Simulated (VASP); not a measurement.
A run of VASP 6.6.1 is set up as follows.

INCAR

```
SYSTEM = PtS2
ALGO = Normal
DIPOL = 0.5 0.5 0.393
EDIFF = 1E-7
ENCUT = 520
GGA = PE
IDIPOL = 3
ISIF = 2
ISMEAR = 0
IVDW = 12
LASPH = .TRUE.
LCHARG = .TRUE.
LDIPOL = .TRUE.
LELF = .TRUE.
LREAL = .FALSE.
LVACPOTAV = .TRUE.
LVHAR = .TRUE.
LWAVE = .FALSE.
NBANDS = 31
NELM = 100
PREC = Accurate
SIGMA = 0.05
```

File KPOINTS:

```
k-points
0
G
  9 9 1
  0 0 0
```

POSCAR

```
PtS2
1.0
    3.5415277692      0.0000000000      0.0000000000
   -1.7707638846      3.0670530163      0.0000000000
    0.0000000000      0.0000000000     22.4670602589
S Pt
4 2
Direct
    0.6666666667      0.3333333333      0.2002932270
    0.3333333333      0.6666666667      0.3108341745
    0.6666666667      1.3333333333      0.4750746206
    0.3333333333      1.6666666667      0.5856155682
    0.0000000000      0.0000000000      0.2555637007
    0.0000000000      1.0000000000      0.5303450944
```

Potentials or basis: VASP PAW PBE potentials, release 64 (S, Pt).

Command:

```console
$ cat potpaw_PBE.64/S/POTCAR potpaw_PBE.64/Pt/POTCAR > POTCAR
$ mpirun -np 1 vasp_std > vasp.out
```

Q: Predict the band gap on the k mesh.

A: 1.58 eV, indirect (least direct gap 1.68 eV).

Q: Estimate the largest force.

A: 0.066 eV/Å.

Q: What does it give for the dispersion energy per atom?

A: -0.309 eV.

Forces on the atoms (eV/Å):
```
S    0.000  0.000  0.041
S    0.000  0.000  0.023
S    0.000  0.000 -0.023
S    0.000  0.000 -0.041
Pt   0.000  0.000  0.066
Pt   0.000  0.000 -0.066
```

Caveat: spin-orbit coupling is left out, which moves the levels of the heavy elements.
